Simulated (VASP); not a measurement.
**InSb: single point with PBE**

The system is InSb.

```
CELL_PARAMETERS angstrom
3.24156 0.00000 0.00000
0.00000 3.24156 0.00000
0.00000 0.00000 6.36216
ATOMIC_POSITIONS crystal
In 0.00000 0.00000 0.00000
Sb 0.00000 0.00000 0.50000
```

This cell differs from its parent crystal: strained.

```
Program                : VASP 6.6.1
Task                   : single point
Functional             : PBE
Potentials or basis    : VASP PAW PBE potentials, release 64 (In_d, Sb)
Cutoff                 : 520 eV
k mesh                 : 14 × 14 × 8
Occupations            : gaussian, width 0.1 eV
Spin                   : no spin polarisation
Dipole correction      : no
Further INCAR settings : ALGO = Normal; EDIFF = 1e-06; NBANDS = 16
```

| Property | Result |
| --- | --- |
| Pressure | -3.8 GPa |
| Band gap on the k mesh | zero (band 9 reaches 8.87 eV, above the bottom of band 10 at 4.05 eV) |

Stress tensor (GPa, compression positive):
```
-4.28  0.00  0.00
 0.00 -4.28  0.00
 0.00  0.00 -2.72
```

Levels at points of the mesh, in eV from the Fermi level:
```csv
k point,band 6,band 7,band 8,band 9,band 10,band 11,band 12,band 13
"(0.00, 0.00, 0.00)",-10.72,-6.28,-3.88,3.54,3.54,5.18,7.40,7.83
"(0.50, 0.00, 0.00)",-8.66,-4.21,-3.44,-1.98,-1.13,3.25,5.18,7.31
"(0.50, 0.50, 0.00)",-6.52,-2.43,-2.43,-0.31,-0.21,1.03,1.03,3.05
"(0.00, 0.00, 0.50)",-10.60,-7.37,-0.59,0.57,3.69,3.69,7.18,7.18
"(0.50, 0.00, 0.50)",-8.60,-4.69,-3.94,-1.91,1.47,2.94,5.31,5.97
"(0.50, 0.50, 0.50)",-6.50,-2.23,-2.23,-2.02,0.38,0.38,3.44,3.74
```

Wall time 94 s on 1 thread of Intel(R) Xeon(R) Platinum 8259CL CPU @ 2.50GHz (Skylake/Cascade Lake), with other jobs on the host, peak memory 0.32 GiB.

Caveat: the cell differs from its parent crystal (strained); spin-orbit coupling is left out, which moves the levels of the heavy elements.
